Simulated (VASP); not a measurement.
Te2Mo:

```xyz
3
Lattice="3.5371 0.0000 0.0000 -1.7685 3.0632 0.0000 0.0000 0.0000 7.8269" Properties=species:S:1:pos:R:3 pbc="T T T"
Te    0.0000    2.0421    6.0308
Te    0.0000    2.0421    1.7961
Mo    0.0000    0.0000    0.0000
```

Base run:

* Program: VASP 6.6.1
* Functional: r2SCAN
* Potentials or basis: VASP PAW PBE potentials, release 64 (Te, Mo_sv)
* Cutoff: 520 eV
* k mesh: 12 × 12 × 4
* Occupations: gaussian, width 0.01 eV
* Spin: no spin polarisation

Its results: band gap on the k mesh 1.14 eV (least direct gap 1.16 eV); pressure 1.1 GPa; largest force 0.008 eV/Å.

**Question.** The run is repeated on the same cell with these changes: functional from r2SCAN to PBE; further incar settings from ALGO = Normal; EDIFF = 1e-07; NBANDS = 20 to ALGO = Normal; EDIFF = 1e-06; NBANDS = 20. What comes out?

**Answer.** Band gap on the k mesh 1.06 eV (least direct gap 1.07 eV); pressure 1.8 GPa; largest force 0.207 eV/Å.

Caveats: spin-orbit coupling is left out, which moves the levels of the heavy elements; the PAW data sets were made with another functional, which shifts forces and pressure a little (at least some runs); this functional lacks dispersion, which binds layers or chains, so the pressure and a relaxed spacing across them are unreliable (at least some runs).

A k mesh can miss the band edges.
